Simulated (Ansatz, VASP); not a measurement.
## Two plane-wave programs on NbP

```
CELL_PARAMETERS angstrom
-1.67492 1.67492 5.51050
1.67492 -1.67492 5.51050
1.67492 1.67492 -5.51050
ATOMIC_POSITIONS crystal
Nb 0.24988 0.74988 0.50000
Nb 0.49988 0.49988 0.00000
P 0.83275 0.33275 0.50000
P 0.08275 0.08275 0.00000
```

Alike in both runs: functional PBEsol; k mesh 9 × 9 × 9; occupations fermi-dirac, width 0.05 eV; no spin polarisation.

|  | VASP | Ansatz |
| --- | --- | --- |
| version | VASP 6.6.1 | Ansatz 0.2.0 |
| potentials or method | VASP PAW PBE potentials, release 64 (Nb_sv, P) | Ansatz PAW |
| plane-wave cutoff (eV) | 520 | 420 |
| valence electrons in the cell | 36 | 36 |
| task | single point | band structure |

```csv
,VASP,Ansatz,Ansatz less VASP
gap on the k mesh at the Fermi level (eV),none,none,-
pressure (GPa),0.6,0.8,+0.23
"traceless stress, the component that is largest in VASP (GPa)",4.91,4.89,-0.015
rms of the force components (eV/Å),0.180,0.181,+0.0009
```

VASP's potentials were made for PBE, not for PBEsol. Atom by atom the forces differ by 0.001 eV/Å (rms over components). A gap of «none» marks a metal or a gap that the smearing closes.
